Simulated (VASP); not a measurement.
## Ta4N3: single point with PBEsol

The system is Ta4N3.

```xyz
7
Lattice="-2.1341 2.1341 4.1853 2.1341 -2.1341 4.1853 2.1341 2.1341 -4.1853" Properties=species:S:1:pos:R:3 pbc="T T T"
Ta    2.1341    0.0000    0.0000
Ta    0.0000    0.0000    2.1886
Ta    0.0000    2.1341    0.0000
Ta    0.0000    0.0000    6.1820
N     0.0000    2.1341    2.0927
N     0.0000    0.0000    0.0000
N     2.1341    0.0000    2.0927
```

```yaml
Program: VASP 6.6.1
Task: single point
Functional: PBEsol
Potentials_or_basis: VASP PAW PBE potentials, release 64 (Ta_pv, N)
Cutoff: 520 eV
k_mesh: 12 × 12 × 12
Occupations: gaussian, width 0.1 eV
Spin: no spin polarisation
```

The pressure is 24.5 GPa and the largest force is 0.047 eV/Å. The band gap on the k mesh is zero (an odd number of electrons rules out a gap without spin polarisation).

Forces in eV/Å, atoms in the order of the input:
```
Ta   0.000  0.000  0.000
Ta   0.000  0.000  0.047
Ta   0.000  0.000  0.000
Ta   0.000  0.000 -0.047
N    0.000  0.000  0.000
N    0.000  0.000  0.000
N    0.000  0.000  0.000
```

Stress tensor (GPa, compression positive):
```
24.48  0.00  0.00
 0.00 24.48  0.00
 0.00  0.00 24.68
```

Levels at points of the mesh, in eV from the Fermi level:
| k point | band 26 | band 27 | band 28 | band 29 | band 30 | band 31 | band 32 | band 33 | band 34 | band 35 |
| --- | --- | --- | --- | --- | --- | --- | --- | --- | --- | --- |
| (0.00, 0.00, 0.00) | -3.91 | -1.36 | -1.36 | -1.04 | -0.64 | -0.64 | 0.99 | 1.05 | 1.05 | 1.40 |
| (0.50, 0.00, 0.00) | -2.97 | -1.69 | -1.35 | -0.45 | -0.08 | 0.70 | 1.24 | 1.47 | 2.74 | 2.94 |
| (0.50, 0.50, 0.00) | -2.13 | -1.68 | -1.57 | 1.37 | 1.45 | 1.50 | 2.55 | 2.63 | 2.97 | 3.07 |
| (0.50, 0.50, 0.50) | -4.06 | -4.05 | -4.05 | -3.07 | 0.99 | 0.99 | 1.68 | 2.70 | 3.09 | 3.09 |

Run time: 10 min on 1 thread of Intel(R) Xeon(R) Platinum 8259CL CPU @ 2.50GHz (Skylake/Cascade Lake), on a shared host, peak memory 0.49 GiB.

Caveat: the cell stands under pressure; the PAW data sets were made with another functional, which shifts forces and pressure a little; spin-orbit coupling is left out, which moves the levels of the heavy elements; an odd number of electrons without spin polarisation forces a metal; a magnetic or distorted state may lie lower.
